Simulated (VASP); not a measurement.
# Ge (Im-3m) in VASP: notebook

The runs below take Ge through relaxation of cell and atoms, with PBE.

All numbers are computed with VASP 6.6.1; they aren't measurements. Logs are shortened: lines on timing, memory, paths and dates and some standing lists are left out, and cuts for length are marked.

## (1) The cell of the first run

Symmetry: Im-3m, No. 229, cubic system. The conventional cell has a = 2.831 Å, b = 2.831 Å, c = 2.831 Å, α = 90.00°, β = 90.00°, γ = 90.00°. Within 3.2 Å of Ge (site symmetry m-3m) lie 14 Ge at 2.45 to 2.83 Å.

This isn't the form of Ge at room conditions, which is diamond.

## (2) Relaxation of cell and atoms, PBE, target pressure 110 GPa, at which the enthalpy is minimised

The input, INCAR:

```
PREC     = Accurate       # precision mode
ENCUT    = 600            # plane-wave cutoff, eV
EDIFF    = 1E-7           # SCF threshold, eV
ISMEAR   = -1             # smearing method
SIGMA    = 0.05           # smearing width, eV
LREAL    = False          # projectors in reciprocal space
LASPH    = True           # aspherical terms in the spheres
NELM     = 80             # most SCF steps
ALGO     = Normal         # electronic algorithm
ISIF     = 3              # what is computed and relaxed
LWAVE    = False          # write WAVECAR
LCHARG   = False          # write CHGCAR
GGA      = PE             # functional
IBRION   = 2              # ionic algorithm
NSW      = 60             # ionic steps
EDIFFG   = -0.005         # ionic threshold
PSTRESS  = 1100.0
```

The input, KPOINTS:

```
regular mesh
0
Gamma
  19 19 19
```

The input, POSCAR:

```
Ge
1.0
   -1.4154028795      1.4154028795      1.4154028795
    1.4154028795     -1.4154028795      1.4154028795
    1.4154028795      1.4154028795     -1.4154028795
Ge
1
Direct
    0.0000000000      0.0000000000      0.0000000000
```

Potentials or basis: VASP PAW PBE potentials, release 64 (Ge_d).

On the command line:

```bash
$ cat potpaw_PBE.64/Ge_d/POTCAR > POTCAR
$ mpirun -np 1 vasp_std > vasp.out
```

OUTCAR:

```text
PREC = Accurate
   ENCUT = 600
   EDIFF = 1E-7
   ISMEAR = -1
   LREAL = False
   LASPH = True
   NELM = 80
   ISIF = 3
   GGA = PE
   IBRION = 2
   NSW = 60
   EDIFFG = -0.005
   PSTRESS = 1100.0

 ion  position               nearest neighbor table
   1  0.000  0.000  0.000-

  LATTYP: Found a body centered cubic cell.
 ALAT       =     2.8308057590

  Lattice vectors:

 A1 = (  -1.4154028795,   1.4154028795,   1.4154028795)
 A2 = (   1.4154028795,  -1.4154028795,   1.4154028795)
 A3 = (   1.4154028795,   1.4154028795,  -1.4154028795)

Analysis of symmetry for initial positions (statically):
=====================================================================
 Subroutine PRICEL returns:
 Original cell was already a primitive cell.

 Routine SETGRP: Setting up the symmetry group for a
 body centered cubic supercell.

 Subroutine GETGRP returns: Found 48 space group operations
 (whereof 48 operations were pure point group operations)
 out of a pool of 48 trial point group operations.

The static configuration has the point symmetry O_h .

Analysis of symmetry for dynamics (positions and initial velocities):
=====================================================================
 Subroutine PRICEL returns:
 Original cell was already a primitive cell.

 Routine SETGRP: Setting up the symmetry group for a
 body centered cubic supercell.

 Subroutine GETGRP returns: Found 48 space group operations
 (whereof 48 operations were pure point group operations)
 out of a pool of 48 trial point group operations.

The dynamic configuration has the point symmetry O_h .

 Subroutine INISYM returns: Found 48 space group operations
 (whereof 48 operations are pure point group operations),
 and found     1 'primitive' translations

----------------------------------------------------------------------------------------

                                     Primitive cell

  volume of cell :      11.3423

  direct lattice vectors                    reciprocal lattice vectors
    -1.415402879  1.415402879  1.415402879     0.000000000  0.353256311  0.353256311
     1.415402879 -1.415402879  1.415402879     0.353256311  0.000000000  0.353256311
     1.415402879  1.415402879 -1.415402879     0.353256311  0.353256311  0.000000000

  length of vectors
     2.451549700  2.451549700  2.451549700     0.499579866  0.499579866  0.499579866

  position of ions in fractional coordinates (direct lattice)
     0.000000000  0.000000000  0.000000000

  ion indices of the primitive-cell ions
   primitive index   ion index
                 1           1

----------------------------------------------------------------------------------------

 KPOINTS: regular mesh

Automatic generation of k-mesh.
 Grid dimensions read from file:
 generate k-points for:   19   19   19

 Generating k-lattice:

  Cartesian coordinates                     Fractional coordinates (reciprocal lattice)
     0.000000000  0.018592437  0.018592437     0.052631579  0.000000000  0.000000000
     0.018592437  0.000000000  0.018592437     0.000000000  0.052631579  0.000000000
     0.018592437  0.018592437  0.000000000     0.000000000  0.000000000  0.052631579

  Length of vectors
     0.026293677  0.026293677  0.026293677

  Shift w.r.t. Gamma in fractional coordinates (k-lattice)
     0.000000000  0.000000000  0.000000000

 Subroutine IBZKPT returns following result:
 ===========================================

 Found    220 irreducible k-points:

 Following reciprocal coordinates:
            Coordinates               Weight
  0.000000  0.000000  0.000000      1.000000
  0.052632  0.000000  0.000000     12.000000
  0.105263  0.000000  0.000000     12.000000
  0.157895  0.000000  0.000000     12.000000
  0.210526  0.000000  0.000000     12.000000
  0.263158  0.000000  0.000000     12.000000
[... 16 lines left out ...]
  0.263158  0.105263  0.000000     48.000000
  0.315789  0.105263 -0.000000     48.000000
 [... further k-points ...]
   k-points           NKPTS =    220   k-points in BZ     NKDIM =    220   number of bands    NBANDS=     11
   number of dos      NEDOS =    301   number of ions     NIONS =      1
   total plane-waves  NPLWV =   8000
   dimension x,y,z NGX =    20 NGY =   20 NGZ =   20
   dimension x,y,z NGXF=    40 NGYF=   40 NGZF=   40
   ions per type =               1
   NGX,Y,Z   is equivalent  to a cutoff of  13.56, 13.56, 13.56 a.u.
   NGXF,Y,Z  is equivalent  to a cutoff of  27.13, 27.13, 27.13 a.u.
 SYSTEM =  unknown system
   PREC   = accura    normal or accurate (medium, high low for compatibility)
   ISTART =      0    job   : 0-new  1-cont  2-samecut
   ICHARG =      2    charge: 1-file 2-atom 10-const
   ISPIN  =      1    spin polarized calculation?
   LNONCOLLINEAR =      F non collinear calculations
   LSORBIT =      F    spin-orbit coupling
   LASPH  =      T    aspherical Exc in radial PAW
   ENCUT  =  600.0 eV  44.10 Ry    6.64 a.u.   4.90  4.90  4.90*2*pi/ulx,y,z
   NELM   =     80;   NELMIN=  2; NELMDL= -5     # of ELM steps
   EDIFF  = 0.1E-06   stopping-criterion for ELM
   LREAL  =      F    real-space projection
   EDIFFG = -.5E-02   stopping-criterion for IOM
   NSW    =     60    number of steps for IOM
   IBRION =      2    ionic relax: 0-MD 1-quasi-New 2-CG
   NFREE  =      1    steps in history (QN), initial steepest desc. (CG)
   ISIF   =      3    stress and relaxation
   ISYM   =      2    0-nonsym 1-usesym 2-fastsym
   POTIM  = 0.5000    time-step for ionic-motion
   TEBEG  =    0.0;   TEEND  =   0.0 temperature during run
   PSTRESS= 1100.0 pullay stress
   NELECT =      14.0000    total number of electrons
   NUPDOWN=      -1.0000    fix difference up-down
   EMIN   =  10.00;   EMAX   =-10.00  energy-range for DOS
   EFERMI =   0.00;   METHOD = LEGACY
   ISMEAR =    -1;   SIGMA  =   0.05  broadening in eV -4-tet -1-fermi 0-gaus
   EFERMI_NEDOS =   21; number of points for ismear=-14 and -15
   IALGO  =     38    algorithm
   IMIX   =      4    mixing-type and parameters
     AMIX     =   0.40;   BMIX     =  1.00
     AMIX_MAG =   1.60;   BMIX_MAG =  1.00
  volume/ion in A,a.u.               =      11.34        76.54
  Fermi-wavevector in a.u.,A,eV,Ry     =   1.756106  3.318559 41.959128  3.083909
  Thomas-Fermi vector in A             =   2.825721
   LORBIT       =      0    0 simple, 1 ext, 2 COOP (PROOUT), +10 PAW based schemes
   GGA     = PE    functional components
   LHFCALC =     F    Hartree Fock is set to
   AEXX    =    0.0000 exact exchange contribution
   IVDW    =     0    specifies the selected vdW correction
   LEPSILON=     F    determine dielectric tensor
   LRPA    =     F    only Hartree local field effects (RPA)
 conjugate gradient relaxation of ions
 non-spin polarized calculation
  energy-cutoff  :      600.00
  volume of cell :       11.34
 maximum number of plane-waves:       389
   NGX =  9   NGY =  9   NGZ =  9

--------------------------------------- Ionic step        1  -------------------------------------------

 number of electron      13.9999990 magnetization

 Free energy of the ion-electron system (eV)
  ---------------------------------------------------
  ext. energy  EPLUGINS =         0.00000000
  ---------------------------------------------------
  free energy    TOTEN  =        -2.45994854 eV

  energy without entropy =       -2.45676154  energy(sigma->0) =       -2.45835504

------------------------ aborting loop because EDIFF is reached ----------------------------------------

  FORCE on cell =-STRESS in cart. coord.  units (eV):
  Direction    XX          YY          ZZ          XY          YZ          ZX
  --------------------------------------------------------------------------------------
  -------------------------------------------------------------------------------------
  Total        8.0709718      8.0709718      8.0709718     -0.0000000      0.0000000      0.0000000
  in kB     1140.0822855   1140.0822855   1140.0822855     -0.0000000      0.0000000      0.0000000
  external PRESSURE =      40.0822855 kB  Pullay stress =    1100.0000000 kB
[... 59 lines left out ...]
  enthalpy is  TOTEN    =         5.3424525690 eV   P V=        8.1114142967

--------------------------------------- Ionic step        3  -------------------------------------------

 number of electron      13.9999989 magnetization

 Free energy of the ion-electron system (eV)
  ---------------------------------------------------
  ext. energy  EPLUGINS =         0.00000000
  ---------------------------------------------------
  free energy    TOTEN  =        -2.53043125 eV

  energy without entropy =       -2.52726058  energy(sigma->0) =       -2.52884591

 E-fermi :  13.6641     XC(G=0): -14.0624

 val. band max:       13.6390212477   @ k =  -0.3158   0.3158   0.1053
 cond. band min:      13.6968967770   @ k =  -0.4211   0.4737   0.2632
 fundamental gap:      0.0578755293
 Fermi energy:        13.6641066789

 k-point     1 :       0.0000    0.0000    0.0000
  band No.  band energies     occupation
      1     -11.7911      2.00000
      2     -11.7911      2.00000
      3     -11.7911      2.00000
      4     -11.4575      2.00000
      5     -11.4575      2.00000
      6      -4.8915      2.00000
      7      29.4970      0.00000
      8      29.4970      0.00000
      9      29.4970      0.00000
     10      33.2965      0.00000
     11      33.2965      0.00000
[... 309 lines left out ...]
 k-point    24 :       0.3158    0.1053   -0.0000
  band No.  band energies     occupation
      1     -11.8984      2.00000
      2     -11.8173      2.00000
      3     -11.4983      2.00000
      4     -11.4672      2.00000
      5     -11.3581      2.00000
      6       0.7485      2.00000
      7      10.9379      2.00000
      8      18.5231      0.00000
      9      22.1617      0.00000
     10      27.8603      0.00000
     11      31.0182      0.00000

 [... further k-points ...]

------------------------ aborting loop because EDIFF is reached ----------------------------------------

  FORCE on cell =-STRESS in cart. coord.  units (eV):
  Direction    XX          YY          ZZ          XY          YZ          ZX
  --------------------------------------------------------------------------------------
  -------------------------------------------------------------------------------------
  Total        7.8547765      7.8547765      7.8547765      0.0000000      0.0000000      0.0000000
  in kB     1099.7812857   1099.7812857   1099.7812857      0.0000000      0.0000000      0.0000000
  external PRESSURE =      -0.2187143 kB  Pullay stress =    1100.0000000 kB
[... 16 lines left out ...]
  FREE ENERGIE OF THE ION-ELECTRON SYSTEM (eV)
  ---------------------------------------------------
  free  energy   TOTEN  =        -2.5304312467 eV

  energy  without entropy=       -2.5272605814  energy(sigma->0) =       -2.52884591

  enthalpy is  TOTEN    =         5.3259073226 eV   P V=        7.8563385694

 reached required accuracy - stopping structural energy minimisation
```

It took 92 s on 1 thread of Intel Xeon 8259CL, shared host; peak memory 0.15 GiB.

What came out:

```yaml
Free_energy: -2.5304 eV
Relaxed_volume: 11.44 Å³/atom
Relaxed_cell: a = 2.459 Å, b = 2.459 Å, c = 2.459 Å, α = 109.47°, β = 109.47°, γ = 109.47°
Space_group_after_relaxing_to_0.1_Å: Im-3m (No. 229)
Energy_change_on_relaxing_the_run_minimises_the_enthalpy: -70.5 meV/atom
Ionic_steps: 3
Pressure_after_relaxing: 110.0 GPa
Band_gap_on_the_k_mesh: zero (bands 7 and 8 overlap by 21.22 eV)
```

The path:
```tsv
step	energy change (eV)	largest force (eV/Å)	pressure (GPa)	volume (Å³)
1	0.0000	0.0000	114.01	11.34
2	-0.3090	0.0000	96.22	11.81
3	-0.0705	0.0000	109.98	11.44
```

Final structure:
```cif
data_structure
_symmetry_space_group_name_H-M 'P 1'
_symmetry_Int_Tables_number 1
_cell_length_a 2.4588
_cell_length_b 2.4588
_cell_length_c 2.4588
_cell_angle_alpha 109.471
_cell_angle_beta 109.471
_cell_angle_gamma 109.471
_cell_volume 11.44
loop_
_atom_site_label
_atom_site_type_symbol
_atom_site_fract_x
_atom_site_fract_y
_atom_site_fract_z
_atom_site_occupancy
Ge1 Ge 0.00000 0.00000 0.00000 1
```

Levels at points of the mesh, in eV from the Fermi level:
```tsv
k point	band 5	band 6	band 7	band 8	band 9	band 10
(0.00, 0.00, 0.00)	-25.12	-18.56	15.83	15.83	15.83	19.63
```

Caveat: the cell is relaxed towards a set pressure, so the run minimises the enthalpy, not the energy.

## (3) Relaxation of cell and atoms, PBE, target pressure 110 GPa, at which the enthalpy is minimised

This run uses another cell than the first one, of 11.43 Å³/atom.

The input, INCAR:

```
SYSTEM = Ge
  ALGO = Normal
  EDIFF = 1E-6
  EDIFFG = -0.005
  ENCUT = 600
  GGA = PE
  IBRION = 2
  ISIF = 3
  ISMEAR = -1
  LASPH = .TRUE.
  LCHARG = .FALSE.
  LREAL = .FALSE.
  LWAVE = .FALSE.
  NELM = 100
  NSW = 32
  PREC = Accurate
  PSTRESS = 1100.0
  SIGMA = 0.05
```

The input, KPOINTS:

```
k-points
0
G
  19 19 19
  0 0 0
```

The input, POSCAR:

```
Ge
1.0
   -1.4190955730      1.4190955730      1.4190955730
    1.4190955730     -1.4190955730      1.4190955730
    1.4190955730      1.4190955730     -1.4190955730
Ge
1
Direct
    0.0000000000      0.0000000000      0.0000000000
```

Potentials or basis: VASP PAW PBE potentials, release 64 (Ge_d).

On the command line:

```bash
$ cat potpaw_PBE.64/Ge_d/POTCAR > POTCAR
$ mpirun -np 1 vasp_std > vasp.out
```

Wall time 71 s (1 thread of Intel Xeon 8259CL, shared host); peak memory 0.16 GiB.

The run converged. Its results:

```
Free energy                                                : -2.5309 eV
Relaxed volume                                             : 11.44 Å³/atom
Relaxed cell                                               : a = 2.459 Å, b = 2.459 Å, c = 2.459 Å, α = 109.47°, β = 109.47°, γ = 109.47°
Space group after relaxing (to 0.1 Å)                      : Im-3m (No. 229)
Energy change on relaxing (the run minimises the enthalpy) : -8.5 meV/atom
Ionic steps                                                : 3
Pressure after relaxing                                    : 110.0 GPa
Band gap on the k mesh                                     : zero (bands 7 and 8 overlap by 21.22 eV)
```

Step by step:
```
step  energy change (eV)  largest force (eV/Å)  pressure (GPa)  volume (Å³)
   1              0.0000                0.0000          110.37        11.43
   2             -0.0298                0.0000          108.91        11.47
   3             -0.0085                0.0000          109.96        11.44
```

Final structure:
```
Ge
1.0
    -1.41961    1.41961    1.41961
     1.41961   -1.41961    1.41961
     1.41961    1.41961   -1.41961
Ge
1
Direct
  0.00000 0.00000 0.00000
```

Levels at points of the mesh, in eV from the Fermi level:
```csv
k point,band 5,band 6,band 7,band 8,band 9,band 10
"(0.00, 0.00, 0.00)",-25.12,-18.55,15.83,15.83,15.83,19.60
```

Caveat: the cell is relaxed towards a set pressure, so the run minimises the enthalpy, not the energy.
